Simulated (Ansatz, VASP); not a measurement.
**One calculation of SrO, two programs**

```
Sr O
1.0
     0.00000    2.56630    2.56630
     2.56630    0.00000    2.56630
     2.56630    2.56630    0.00000
Sr O
1 1
Direct
  0.50000 0.50000 0.50000
  0.00000 0.00000 0.00000
```

Alike in both runs: functional PBE0; k mesh 5 × 5 × 5; occupations fermi-dirac, width 0.05 eV; no spin polarisation.

|  | VASP | Ansatz |
| --- | --- | --- |
| version | VASP 6.6.1 | Ansatz 0.2.0 |
| potentials or method | VASP PAW PBE potentials, release 64 (Sr_sv, O) | Ansatz PAW |
| plane-wave cutoff (eV) | 520 | 420 |
| valence electrons in the cell | 16 | 16 |
| task | single point | band structure |

VASP gave:

* gap on the k mesh at the Fermi level (eV): 5.69
* least direct gap on the mesh (eV): 5.81
* pressure (GPa): 1.6

Q: Which values does Ansatz return?

A: gap on the k mesh at the Fermi level (eV): 5.72; least direct gap on the mesh (eV): 5.84; pressure (GPa): 1.1.

The functional is the same, so the differences come from potentials, cutoffs and numerics.

The k mesh is coarse, so the values compare programs but aren't converged. Noted on Ansatz's run: the k mesh misses the band edges, so the gap on the mesh is wider than the one along the path.
